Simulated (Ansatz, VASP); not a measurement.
# One calculation of Co, two programs

```
Co
1.0
     2.45642    0.00000    0.00000
    -1.22821    2.12732    0.00000
     0.00000    0.00000    3.96941
Co
2
Direct
  0.33333 0.66667 0.25000
  0.66667 0.33333 0.75000
```

Alike in both runs: task single point; functional PBEsol; k mesh 15 × 15 × 9; occupations gaussian, width 0.1 eV; collinear spin.

```csv
,VASP,Ansatz
version,VASP 6.6.1,Ansatz 0.2.0
potentials or method,"VASP PAW PBE potentials, release 64 (Co), cutoff 520 eV","scalar-relativistic, plane waves, PAW"
valence electrons in the cell,18,34
```

```tsv
	VASP	Ansatz	Ansatz less VASP
gap on the k mesh at the Fermi level (eV)	none	none	-
pressure (GPa)	-0.6	0.3	+0.93
traceless stress, the component that is largest in VASP (GPa)	-0.14	-0.06	+0.084
net moment per atom (μB)	1.59	1.59	+0.003
size of the moment on the site where the two differ most (μB)	1.59	1.66	+0.061
```

VASP's potentials were made for PBE, not for PBEsol. Site moments also hang on the region over which each program counts them. A gap of «none» marks a metal or a gap that the smearing closes. With one functional, cell and mesh, what is left measures potentials, basis and numerics. VASP's potentials hold 18 valence electrons a cell and Ansatz's 34, so a difference there can come from the potentials and not from the codes.
